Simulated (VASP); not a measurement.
# GaN (Immm) in VASP: notebook

GaN is run at these levels: LDA; tasks: single point.

All numbers are computed with VASP 6.6.1; they aren't measurements. Logs are shortened: lines on timing, memory, paths and dates and some standing lists are left out, and cuts for length are marked.

## (1) The cell of the first run

It takes space group Immm (No. 71, orthorhombic). Conventional cell: a = 3.005 Å, b = 3.035 Å, c = 4.270 Å, α = 90.00°, β = 90.00°, γ = 90.00°. Ga (site symmetry mmm) has 6 N at 2.14 Å within 2.8 Å. N (site symmetry mmm) has 6 Ga at 2.14 Å within 2.8 Å.

## (2) Single point, LDA (strain -0.0100 x Voigt [0, 0, 0, 0, 1, 0])

Input file INCAR:

```
SYSTEM = GaN
ALGO = Normal
EDIFF = 1E-6
ENCUT = 520
ISIF = 2
ISMEAR = 0
LASPH = .TRUE.
LCHARG = .FALSE.
LREAL = .FALSE.
LWAVE = .FALSE.
NBANDS = 16
NELM = 80
PREC = Accurate
SIGMA = 0.03
```

Input file KPOINTS:

```
k-points
0
G
  14 14 14
  0 0 0
```

Input file POSCAR:

```
GaN
1.0
   -0.0106761750      2.1352350000      2.1352350000
    2.1245588250      0.0000000000      2.1245588250
    2.1352350000      2.1352350000     -0.0106761750
Ga N
1 1
Direct
    0.0000000000      0.0000000000      0.0000000000
    0.5000000000      0.5000000000      0.5000000000
```

Potentials or basis: VASP PAW LDA potentials, release 64 (Ga_d, N).

Launch:

```bash
> cat potpaw_LDA.64/Ga_d/POTCAR potpaw_LDA.64/N/POTCAR > POTCAR
> mpirun -np 1 vasp_std > vasp.out
```

OUTCAR:

```text
SYSTEM = GaN
   EDIFF = 1E-6
   ENCUT = 520
   ISIF = 2
   ISMEAR = 0
   LASPH = .TRUE.
   LREAL = .FALSE.
   NELM = 80
   PREC = Accurate

 ion  position               nearest neighbor table
   1  0.000  0.000  0.000-   2 2.14   2 2.14   2 2.14   2 2.14   2 2.14   2 2.14
   2  0.500  0.500  0.500-   1 2.14   1 2.14   1 2.14   1 2.14   1 2.14   1 2.14

  LATTYP: Found a body centered orthorhombic cell.
 ALAT       =     3.0045799044
 B/A-ratio  =     1.0100502513
 C/A-ratio  =     1.4213201632

  Lattice vectors:

 A1 = (   2.1352350000,  -2.1352350000,  -0.0106761750)
 A2 = (  -2.1352350000,  -2.1352350000,   0.0106761750)
 A3 = (   0.0106761750,   2.1352350000,  -2.1352350000)

Analysis of symmetry for initial positions (statically):
=====================================================================
 Subroutine PRICEL returns:
 Original cell was already a primitive cell.

 Routine SETGRP: Setting up the symmetry group for a
 body centered orthorhombic supercell.

 Subroutine GETGRP returns: Found  8 space group operations
 (whereof  8 operations were pure point group operations)
 out of a pool of  8 trial point group operations.

The static configuration has the point symmetry D_2h.

Analysis of symmetry for dynamics (positions and initial velocities):
=====================================================================
 Subroutine PRICEL returns:
 Original cell was already a primitive cell.

 Routine SETGRP: Setting up the symmetry group for a
 body centered orthorhombic supercell.

 Subroutine GETGRP returns: Found  8 space group operations
 (whereof  8 operations were pure point group operations)
 out of a pool of  8 trial point group operations.

The dynamic configuration has the point symmetry D_2h.

 Subroutine INISYM returns: Found  8 space group operations
 (whereof  8 operations are pure point group operations),
 and found     1 'primitive' translations

----------------------------------------------------------------------------------------

                                     Primitive cell

  volume of cell :      19.4696

  direct lattice vectors                    reciprocal lattice vectors
    -0.010676175  2.135235000  2.135235000    -0.233001256  0.234166263  0.233001256
     2.124558825  0.000000000  2.124558825     0.235342978 -0.234166263  0.235342978
     2.135235000  2.135235000 -0.010676175     0.233001256  0.234166263 -0.233001256

  length of vectors
     3.019697169  3.004579904  3.019697169     0.404243750  0.406947752  0.404243750

  position of ions in fractional coordinates (direct lattice)
     0.000000000  0.000000000  0.000000000
     0.500000000  0.500000000  0.500000000

  ion indices of the primitive-cell ions
   primitive index   ion index
                 1           1
                 2           2

----------------------------------------------------------------------------------------

 KPOINTS: k-points

Automatic generation of k-mesh.
 Grid dimensions read from file:
 generate k-points for:   14   14   14

 Generating k-lattice:

  Cartesian coordinates                     Fractional coordinates (reciprocal lattice)
    -0.016642947  0.016726162  0.016642947     0.071428571  0.000000000  0.000000000
     0.016810213 -0.016726162  0.016810213     0.000000000  0.071428571  0.000000000
     0.016642947  0.016726162 -0.016642947     0.000000000  0.000000000  0.071428571

  Length of vectors
     0.028874554  0.029067697  0.028874554

  Shift w.r.t. Gamma in fractional coordinates (k-lattice)
     0.000000000  0.000000000  0.000000000

 Subroutine IBZKPT returns following result:
 ===========================================

 Found    428 irreducible k-points:

 Following reciprocal coordinates:
            Coordinates               Weight
  0.000000  0.000000  0.000000      1.000000
  0.071429  0.000000 -0.000000      4.000000
  0.142857  0.000000  0.000000      4.000000
  0.214286  0.000000  0.000000      4.000000
  0.285714  0.000000  0.000000      4.000000
  0.357143  0.000000 -0.000000      4.000000
[... 16 lines left out ...]
  0.000000  0.142857  0.000000      4.000000
  0.071429  0.142857 -0.000000      8.000000
 [... further k-points ...]
   k-points           NKPTS =    428   k-points in BZ     NKDIM =    428   number of bands    NBANDS=     16
   number of dos      NEDOS =    301   number of ions     NIONS =      2
   total plane-waves  NPLWV =  13824
   dimension x,y,z NGX =    24 NGY =   24 NGZ =   24
   dimension x,y,z NGXF=    48 NGYF=   48 NGZF=   48
   ions per type =               1   1
   NGX,Y,Z   is equivalent  to a cutoff of  13.21, 13.28, 13.21 a.u.
   NGXF,Y,Z  is equivalent  to a cutoff of  26.43, 26.56, 26.43 a.u.
 SYSTEM =  GaN
   PREC   = accura    normal or accurate (medium, high low for compatibility)
   ISTART =      0    job   : 0-new  1-cont  2-samecut
   ICHARG =      2    charge: 1-file 2-atom 10-const
   ISPIN  =      1    spin polarized calculation?
   LNONCOLLINEAR =      F non collinear calculations
   LSORBIT =      F    spin-orbit coupling
   LASPH  =      T    aspherical Exc in radial PAW
   ENCUT  =  520.0 eV  38.22 Ry    6.18 a.u.   5.61  5.59  5.61*2*pi/ulx,y,z
   NELM   =     80;   NELMIN=  2; NELMDL= -5     # of ELM steps
   EDIFF  = 0.1E-05   stopping-criterion for ELM
   LREAL  =      F    real-space projection
   EDIFFG = 0.1E-04   stopping-criterion for IOM
   NSW    =      0    number of steps for IOM
   IBRION =     -1    ionic relax: 0-MD 1-quasi-New 2-CG
   NFREE  =      0    steps in history (QN), initial steepest desc. (CG)
   ISIF   =      2    stress and relaxation
   ISYM   =      2    0-nonsym 1-usesym 2-fastsym
   POTIM  = 0.5000    time-step for ionic-motion
   TEBEG  =    0.0;   TEEND  =   0.0 temperature during run
   PSTRESS=    0.0 pullay stress
   NELECT =      18.0000    total number of electrons
   NUPDOWN=      -1.0000    fix difference up-down
   EMIN   =  10.00;   EMAX   =-10.00  energy-range for DOS
   EFERMI =   0.00;   METHOD = LEGACY
   ISMEAR =     0;   SIGMA  =   0.03  broadening in eV -4-tet -1-fermi 0-gaus
   EFERMI_NEDOS =   21; number of points for ismear=-14 and -15
   IALGO  =     38    algorithm
   IMIX   =      4    mixing-type and parameters
     AMIX     =   0.40;   BMIX     =  1.00
     AMIX_MAG =   1.60;   BMIX_MAG =  1.00
  volume/ion in A,a.u.               =       9.73        65.69
  Fermi-wavevector in a.u.,A,eV,Ry     =   1.594827  3.013786 34.606058  2.543473
  Thomas-Fermi vector in A             =   2.692841
   LORBIT       =      0    0 simple, 1 ext, 2 COOP (PROOUT), +10 PAW based schemes
   GGA     = CA    functional components
   LHFCALC =     F    Hartree Fock is set to
   AEXX    =    0.0000 exact exchange contribution
   IVDW    =     0    specifies the selected vdW correction
   LEPSILON=     F    determine dielectric tensor
   LRPA    =     F    only Hartree local field effects (RPA)
 non-spin polarized calculation
 Gauss-broadening in eV      SIGMA  =   0.03
  energy-cutoff  :      520.00
  volume of cell :       19.47
 maximum number of plane-waves:       537
   NGX = 11   NGY = 11   NGZ = 11

 number of electron      18.0000005 magnetization

 Free energy of the ion-electron system (eV)
  ---------------------------------------------------
  ext. energy  EPLUGINS =         0.00000000
  ---------------------------------------------------
  free energy    TOTEN  =       -13.03746385 eV

  energy without entropy =      -13.03746385  energy(sigma->0) =      -13.03746385

 E-fermi :   7.4260     XC(G=0): -13.3028

 val. band max:        7.3365386319   @ k =  -0.2143   0.0000   0.1429
 cond. band min:       7.5116241022   @ k =   0.5000   0.0000   0.5000
 fundamental gap:      0.1750854703
 Fermi energy:         7.4259643796

 k-point     1 :       0.0000    0.0000    0.0000
  band No.  band energies     occupation
      1      -9.5999      2.00000
      2      -6.8158      2.00000
      3      -6.8150      2.00000
      4      -6.8123      2.00000
      5      -6.7243      2.00000
      6      -6.7237      2.00000
[... 8 lines left out ...]
     15      22.3658      0.00000
     16      22.4126      0.00000

 k-point     2 :       0.0714    0.0000   -0.0000
  band No.  band energies     occupation
      1      -9.5024      2.00000
      2      -6.8189      2.00000
      3      -6.8110      2.00000
      4      -6.8069      2.00000
      5      -6.7307      2.00000
      6      -6.7293      2.00000
[... 8 lines left out ...]
     15      22.6351      0.00000
     16      22.7249      0.00000

 k-point     3 :       0.1429    0.0000    0.0000
  band No.  band energies     occupation
      1      -9.2146      2.00000
      2      -6.8281      2.00000
      3      -6.8107      2.00000
      4      -6.8034      2.00000
      5      -6.7365      2.00000
      6      -6.7332      2.00000
[... 8 lines left out ...]
     15      23.1602      0.00000
     16      23.3534      0.00000

 k-point     4 :       0.2143    0.0000    0.0000
  band No.  band energies     occupation
      1      -8.7532      2.00000
      2      -6.8421      2.00000
      3      -6.8350      2.00000
      4      -6.8288      2.00000
      5      -6.7140      2.00000
      6      -6.7114      2.00000
[... 8 lines left out ...]
     15      24.0951      0.00000
     16      24.3092      0.00000
[... 324 lines left out ...]
 k-point    22 :      -0.0714    0.0714    0.0000
  band No.  band energies     occupation
      1      -9.3412      2.00000
      2      -6.8247      2.00000
      3      -6.8035      2.00000
      4      -6.7991      2.00000
      5      -6.7562      2.00000
      6      -6.7200      2.00000
[... 8 lines left out ...]
     15      23.0003      0.00000
     16      23.8535      0.00000

 k-point    23 :       0.0000    0.1429    0.0000
  band No.  band energies     occupation
      1      -9.2097      2.00000
      2      -6.8261      2.00000
      3      -6.8065      2.00000
      4      -6.7993      2.00000
      5      -6.7414      2.00000
      6      -6.7384      2.00000
[... 8 lines left out ...]
     15      23.1032      0.00000
     16      23.2958      0.00000

 k-point    24 :       0.0714    0.1429   -0.0000
  band No.  band energies     occupation
      1      -9.2472      2.00000
      2      -6.8310      2.00000
      3      -6.7984      2.00000
      4      -6.7907      2.00000
      5      -6.7638      2.00000
      6      -6.7179      2.00000
[... 8 lines left out ...]
     15      23.9500      0.00000
     16      24.5602      0.00000

 [... further k-points ...]

------------------------ aborting loop because EDIFF is reached ----------------------------------------

  FORCE on cell =-STRESS in cart. coord.  units (eV):
  Direction    XX          YY          ZZ          XY          YZ          ZX
  --------------------------------------------------------------------------------------
  -------------------------------------------------------------------------------------
  Total       -1.5064926     -1.5100597     -1.5064926     -0.0000000     -0.0000000      0.2537503
  in kB     -123.9713690   -124.2649163   -123.9713690     -0.0000000     -0.0000000     20.8814628
  external PRESSURE =    -124.0692181 kB  Pullay stress =       0.0000000 kB

 VOLUME and BASIS-vectors are now :
 -----------------------------------------------------------------------------
  energy-cutoff  :      520.00
  volume of cell :       19.47
      direct lattice vectors                 reciprocal lattice vectors
    -0.010676175  2.135235000  2.135235000    -0.233001256  0.234166263  0.233001256
     2.124558825  0.000000000  2.124558825     0.235342978 -0.234166263  0.235342978
     2.135235000  2.135235000 -0.010676175     0.233001256  0.234166263 -0.233001256

 POSITION                                       TOTAL-FORCE (eV/Angst)
 -----------------------------------------------------------------------------------
      0.00000      0.00000      0.00000         0.000000      0.000000      0.000000
      2.12456      2.13524      2.12456        -0.000000     -0.000000     -0.000000
 -----------------------------------------------------------------------------------
    total drift:                                0.000000     -0.000000     -0.000000

  FREE ENERGIE OF THE ION-ELECTRON SYSTEM (eV)
  ---------------------------------------------------
  free  energy   TOTEN  =       -13.0374638525 eV

  energy  without entropy=      -13.0374638457  energy(sigma->0) =      -13.03746385
```

Run time: 78 s. Hardware: 1 thread of Intel Xeon Platinum 8488C (Sapphire Rapids), shared host; peak memory 0.24 GiB.

Results:

* Free energy: -13.0375 eV
* Pressure: -12.4 GPa
* Band gap on the k mesh: 0.18 eV (least direct gap 2.38 eV)

Caveat: the cell differs from its parent crystal (strain -0.0100 x Voigt [0, 0, 0, 0, 1, 0]); the cell stands under tension. A k mesh can miss the band edges.

## (3) Single point, LDA (strain +0.0175 x Voigt [0, 0, 0, 0, 1, 0])

Input file INCAR:

```
SYSTEM = GaN
  PREC = Accurate
  ENCUT = 520
  EDIFF = 1E-7
  ISMEAR = 0
  SIGMA = 0.03
  LREAL = .False.
  LASPH = .True.
  NELM = 80
  ALGO = Normal
  ISIF = 2
  LWAVE = .False.
  LCHARG = .True.
  LELF = .True.
  LVHAR = .True.
  NBANDS = 16
```

Input file KPOINTS:

```
regular mesh
0
Gamma
  14 14 14
  0 0 0
```

Input file POSCAR:

```
GaN
1.0
    0.0186833063      2.1352350000      2.1352350000
    2.1539183062      0.0000000000      2.1539183062
    2.1352350000      2.1352350000      0.0186833063
Ga N
1 1
Direct
    0.0000000000      0.0000000000      0.0000000000
    0.5000000000      0.5000000000      0.5000000000
```

Potentials or basis: VASP PAW LDA potentials, release 64 (Ga_d, N).

Launch:

```bash
> cat potpaw_LDA.64/Ga_d/POTCAR potpaw_LDA.64/N/POTCAR > POTCAR
> mpirun -np 1 vasp_std > vasp.out
```

It took 85 s on 1 thread of Intel Xeon Platinum 8488C (Sapphire Rapids), shared host; peak memory 0.24 GiB.

It converged, with:

* Free energy: -13.0349 eV
* Pressure: -12.5 GPa
* Band gap on the k mesh: 0.14 eV (least direct gap 2.33 eV)

Stress tensor (GPa, compression positive):
```
-12.51   0.00  -3.66
  0.00 -12.60   0.00
 -3.66   0.00 -12.51
```

Levels at points of the mesh, in eV from the valence-band top:
| k point | band 7 | band 8 | band 9 | band 10 | band 11 | band 12 |
| --- | --- | --- | --- | --- | --- | --- |
| (0.00, 0.00, 0.00) | -0.68 | -0.57 | -0.46 | 1.87 | 14.14 | 14.41 |
| (0.50, 0.00, 0.00) | -8.19 | -0.32 | -0.25 | 4.35 | 8.46 | 8.59 |
| (0.00, 0.50, 0.00) | -8.33 | -0.24 | -0.17 | 4.55 | 8.70 | 8.74 |
| (0.50, 0.50, 0.00) | -7.02 | -3.04 | -3.04 | 0.15 | 7.65 | 11.37 |
| (0.50, 0.00, 0.50) | -7.02 | -3.20 | -2.87 | 0.14 | 7.67 | 11.39 |

Caveat: the cell differs from its parent crystal (strain +0.0175 x Voigt [0, 0, 0, 0, 1, 0]); the cell stands under tension. A k mesh can miss the band edges.
